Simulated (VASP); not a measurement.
# PtSe2 (P-3m1) in VASP: vibrations by perturbation theory with LDA

Aim: the vibrations by perturbation theory of PtSe2 with LDA.

Everything below comes from runs of VASP 6.6.1. Logs are shortened: lines on timing, memory, paths and dates and some standing lists are left out, and cuts for length are marked.

## (1) The cell of the first run

Symmetry: P-3m1, No. 164, trigonal system. Conventional cell: a = 3.706 Å, b = 3.706 Å, c = 4.539 Å, α = 90.00°, β = 90.00°, γ = 120.00°. Within 3.3 Å of Pt (site symmetry -3m) lie 6 Se at 2.48 Å. Within 3.3 Å of Se (site symmetry 3m) lie 3 Pt at 2.48 Å and 6 Se at 2.95 to 3.30 Å.

## (2) Vibrations by perturbation theory, LDA

File INCAR:

```
SYSTEM = PtSe2
PREC = Accurate
ENCUT = 520
EDIFF = 1E-8
ISMEAR = -1
SIGMA = 0.15
LREAL = .False.
LASPH = .True.
NELM = 100
ALGO = Normal
ISIF = 2
LWAVE = .False.
LCHARG = .False.
GGA = CA
IBRION = 8
NSW = 1
LUSENCCL = .False.
```

File KPOINTS:

```
Automatic mesh
0
Gamma
  12 12 8
  0 0 0
```

File POSCAR:

```
PtSe2
1.0
    3.7064476462      0.0000000000      0.0000000000
   -1.8532238231      3.2098778194      0.0000000000
    0.0000000000      0.0000000000      4.5390255163
Pt Se
1 2
Direct
    0.0000000000      0.0000000000      0.0000000000
    0.3333333333      0.6666666667      0.2762590272
    0.6666666667      0.3333333333      0.7237409728
```

Potentials or basis: VASP PAW LDA potentials, release 64 (Pt, Se).

The run is started by

```console
$ cat potpaw_LDA.64/Pt/POTCAR potpaw_LDA.64/Se/POTCAR > POTCAR
$ mpirun -np 1 vasp_std > vasp.out
```

OUTCAR:

```text
SYSTEM = PtSe2
   PREC = Accurate
   ENCUT = 520
   EDIFF = 1E-8
   ISMEAR = -1
   LREAL = .False.
   LASPH = .True.
   NELM = 100
   ISIF = 2
   GGA = CA
   IBRION = 8
   NSW = 1

 ion  position               nearest neighbor table
   1  0.000  0.000  0.000-   2 2.48   3 2.48   2 2.48   3 2.48   3 2.48   2 2.48
   2  0.333  0.667  0.276-   1 2.48   1 2.48   1 2.48
   3  0.667  0.333  0.724-   1 2.48   1 2.48   1 2.48

  LATTYP: Found a hexagonal cell.
 ALAT       =     3.7064476462
 C/A-ratio  =     1.2246296048

  Lattice vectors:

 A1 = (   3.7064476462,   0.0000000000,   0.0000000000)
 A2 = (  -1.8532238231,   3.2098778194,   0.0000000000)
 A3 = (   0.0000000000,   0.0000000000,   4.5390255163)

Analysis of symmetry for initial positions (statically):
=====================================================================
 Subroutine PRICEL returns:
 Original cell was already a primitive cell.

 Routine SETGRP: Setting up the symmetry group for a
 hexagonal supercell.

 Subroutine GETGRP returns: Found 12 space group operations
 (whereof 12 operations were pure point group operations)
 out of a pool of 24 trial point group operations.

The static configuration has the point symmetry D_3d.

Analysis of symmetry for dynamics (positions and initial velocities):
=====================================================================
 Subroutine PRICEL returns:
 Original cell was already a primitive cell.

 Routine SETGRP: Setting up the symmetry group for a
 hexagonal supercell.

 Subroutine GETGRP returns: Found 12 space group operations
 (whereof 12 operations were pure point group operations)
 out of a pool of 24 trial point group operations.

The dynamic configuration has the point symmetry D_3d.

 Subroutine INISYM returns: Found 12 space group operations
 (whereof 12 operations are pure point group operations),
 and found     1 'primitive' translations

----------------------------------------------------------------------------------------

                                     Primitive cell

  volume of cell :      54.0019

  direct lattice vectors                    reciprocal lattice vectors
     3.706447646  0.000000000  0.000000000     0.269800115  0.155769169 -0.000000000
    -1.853223823  3.209877819  0.000000000     0.000000000  0.311538338  0.000000000
     0.000000000  0.000000000  4.539025516     0.000000000 -0.000000000  0.220311606

  length of vectors
     3.706447646  3.706447646  4.539025516     0.311538338  0.311538338  0.220311606

  position of ions in fractional coordinates (direct lattice)
     0.000000000  0.000000000  0.000000000
     0.333333333  0.666666667  0.276259027
     0.666666667  0.333333333  0.723740973

  ion indices of the primitive-cell ions
   primitive index   ion index
                 1           1
                 2           2
                 3           3

----------------------------------------------------------------------------------------

 KPOINTS: Automatic mesh

Automatic generation of k-mesh.
 Grid dimensions read from file:
 generate k-points for:   12   12    8

 Generating k-lattice:

  Cartesian coordinates                     Fractional coordinates (reciprocal lattice)
     0.022483343  0.012980764 -0.000000000     0.083333333  0.000000000  0.000000000
     0.000000000  0.025961528  0.000000000     0.000000000  0.083333333  0.000000000
[... 101 lines left out ...]
  ext. energy  EPLUGINS =         0.00000000
  ---------------------------------------------------
  free energy    TOTEN  =       -17.05291761 eV

  energy without entropy =      -16.99512477  energy(sigma->0) =      -17.02402119

 E-fermi :   7.9518     XC(G=0): -11.5642

 val. band max:        7.9498694989   @ k =   0.0000   0.3333   0.2500
 cond. band min:       7.9725674764   @ k =  -0.1667   0.5000   0.1250
 fundamental gap:      0.0226979775
 Fermi energy:         7.9517730140

 k-point     1 :       0.0000    0.0000    0.0000
  band No.  band energies     occupation
      1      -8.4445      2.00000
      2      -4.5037      2.00000
      3       0.2759      2.00000
      4       1.2713      2.00000
      5       1.2713      2.00000
      6       3.9555      2.00000
      7       3.9555      2.00000
      8       5.4386      2.00000
      9       6.9521      1.99745
     10       6.9521      1.99745
     11       8.8202      0.00610
     12       8.8202      0.00610
     13       9.0304      0.00151
     14      10.9237      0.00000
[... 401 lines left out ...]
      2      -4.9472      2.00000
      3       0.6202      2.00000
      4       1.4191      2.00000
      5       1.9857      2.00000
      6       3.1282      2.00000
      7       3.8150      2.00000
      8       4.6918      2.00000
      9       5.9797      2.00000
     10       6.7361      1.99940
     11       8.0725      0.61793
     12       8.7129      0.01244
     13       9.4929      0.00007
     14      12.5085      0.00000
     15      13.2415      0.00000

 [... further k-points ...]
[... 5 lines left out ...]
  --------------------------------------------------------------------------------------
  -------------------------------------------------------------------------------------
  Total        2.2241842      2.2241842      2.1585645      0.0000000      0.0000000     -0.0000000
  in kB       65.9891206     65.9891206     64.0422543      0.0000000      0.0000000     -0.0000000
  external PRESSURE =      65.3401652 kB  Pullay stress =       0.0000000 kB

 VOLUME and BASIS-vectors are now :
 -----------------------------------------------------------------------------
  energy-cutoff  :      520.00
  volume of cell :       54.00
      direct lattice vectors                 reciprocal lattice vectors
     3.706447646  0.000000000  0.000000000     0.269800115  0.155769169 -0.000000000
    -1.853223823  3.209877819  0.000000000     0.000000000  0.311538338  0.000000000
     0.000000000  0.000000000  4.539025516     0.000000000 -0.000000000  0.220311606

 POSITION                                       TOTAL-FORCE (eV/Angst)
 -----------------------------------------------------------------------------------
      0.00000      0.00000      0.00000        -0.000000      0.000000      0.000000
     -0.00000      2.13992      1.25395        -0.000000     -0.000000      0.053835
      1.85322      1.06996      3.28508         0.000000      0.000000     -0.053835
 -----------------------------------------------------------------------------------
    total drift:                               -0.000000     -0.000000      0.000000

  FREE ENERGIE OF THE ION-ELECTRON SYSTEM (eV)
  ---------------------------------------------------
  free  energy   TOTEN  =       -17.0529176083 eV

  energy  without entropy=      -16.9951247726  energy(sigma->0) =      -17.02402119

[... ionic steps 2 to 3 ...]

--------------------------------------- Ionic step        4  -------------------------------------------

------------------------ aborting loop because EDIFF is reached ----------------------------------------
[... 11 lines left out ...]
[... ionic steps 8 to 8 ...]

--------------------------------------- Ionic step        9  -------------------------------------------

 Free energy of the ion-electron system (eV)
  ---------------------------------------------------
  ---------------------------------------------------
  free energy    TOTEN  =        -0.08805816 eV

  energy without entropy =       -0.08804389

------------------------ aborting loop because EDIFF is reached ----------------------------------------

 INTERNAL STRAIN TENSOR  FOR ION    2  DIRECTION 3   (eV/Angst):
 -----------------------------------------------------------------------------
   -10.94402  0.00000 -0.00000
    -0.00000-10.94402  0.00000
    -0.00000  0.00000 -9.72455

 INTERNAL STRAIN TENSOR FOR ION    3 for displacements in x,y,z  (eV/Angst):
          X           Y           Z          XY          YZ          ZX
  --------------------------------------------------------------------------------
  x     0.00000     0.00000     0.00000    -4.54429     0.00000     7.14381
  y    -4.54429     4.54429     0.00000     0.00000     7.92242     0.00000
  z    10.94402    10.94402     9.72455     0.00000     0.00000    -0.00000

 SECOND DERIVATIVES (NOT SYMMETRIZED)
 ------------------------------------
               1X          1Y          1Z          2X          2Y          2Z          3X          3Y          3Z
  1X   -17.165268    0.000000    0.000000    8.582634    0.000000    0.000000    8.582634    0.000000    0.000000
  1Y     0.000000  -17.165268    0.000000    0.000000    8.582634    0.000000    0.000000    8.582634    0.000000
  1Z     0.000000    0.000000  -16.231111    0.000000    0.000000    8.115556    0.000000    0.000000    8.115556
  2X     8.584553   -0.000000    0.000000   -8.314418    0.000000    0.000000   -0.270135    0.000000    0.000000
  2Y     0.000000    8.584553    0.000000    0.000000   -8.314418    0.000000    0.000000   -0.270135   -0.000000
  2Z    -0.000000   -0.000000    8.114658    0.000000   -0.000000  -11.421013    0.000000   -0.000000    3.306355
  3X     8.584553   -0.000000    0.000000   -0.270135    0.000000    0.000000   -8.314418    0.000000    0.000000
  3Y     0.000000    8.584553    0.000000    0.000000   -0.270135   -0.000000    0.000000   -8.314418    0.000000
  3Z    -0.000000   -0.000000    8.114658    0.000000   -0.000000    3.306355    0.000000   -0.000000  -11.421013

 Eigenvectors and eigenvalues of the dynamical matrix
 ----------------------------------------------------

   1 f  =    6.933704 THz    43.565744 2PiTHz  231.283455 cm-1    28.675481 meV
             X         Y         Z           dx          dy          dz
      0.000000  0.000000  0.000000     0.668812    0.000055   -0.000000
     -0.000000  2.139919  1.253947    -0.525685   -0.000043    0.000000
      1.853224  1.069959  3.285079    -0.525685   -0.000043   -0.000000
[... 43 lines left out ...]
   9 f/i=    0.000385 THz     0.002422 2PiTHz    0.012858 cm-1     0.001594 meV
             X         Y         Z           dx          dy          dz
      0.000000  0.000000  0.000000    -0.014155    0.743296   -0.000000
     -0.000000  2.139919  1.253947    -0.009004    0.472836   -0.000000
      1.853224  1.069959  3.285079    -0.009004    0.472836   -0.000000

--------------------------------------------------------------------------------------------------------

 ELASTIC MODULI CONTR FROM IONIC RELAXATION (kBar)
 Direction    XX          YY          ZZ          XY          YZ          ZX
 --------------------------------------------------------------------------------
 XX        -634.8961   -330.2429   -428.7981      0.0000    265.5630     -0.0000
 YY        -330.2429   -634.8961   -428.7981     -0.0000   -265.5630      0.0000
 ZZ        -428.7981   -428.7981   -381.0183      0.0000     -0.0000     -0.0000
 XY           0.0000     -0.0000      0.0000   -152.3266     -0.0000    239.4638
 YZ         265.5630   -265.5630     -0.0000     -0.0000   -462.9771      0.0000
 ZX          -0.0000      0.0000     -0.0000    239.4638      0.0000   -376.4472
 --------------------------------------------------------------------------------
```

Wall time 21 min (1 × NVIDIA H100 80GB with 1 thread of AMD EPYC 7R13 (Zen 3), shared host); peak memory 2.1 GiB.

What came out:

| Quantity | Value |
| --- | --- |
| Highest phonon frequency at Γ, LO-TO splitting left out | 231 cm⁻¹ |

Phonon frequencies in cm⁻¹ (negative: imaginary):
```csv
q point,frequencies
"(0.000, 0.000, 0.000)",0 0 0 166 166 225 225 231 231
```

Caveat: the cell stands under pressure or tension, which shifts response properties; spin-orbit coupling is left out, which moves the levels of the heavy elements.
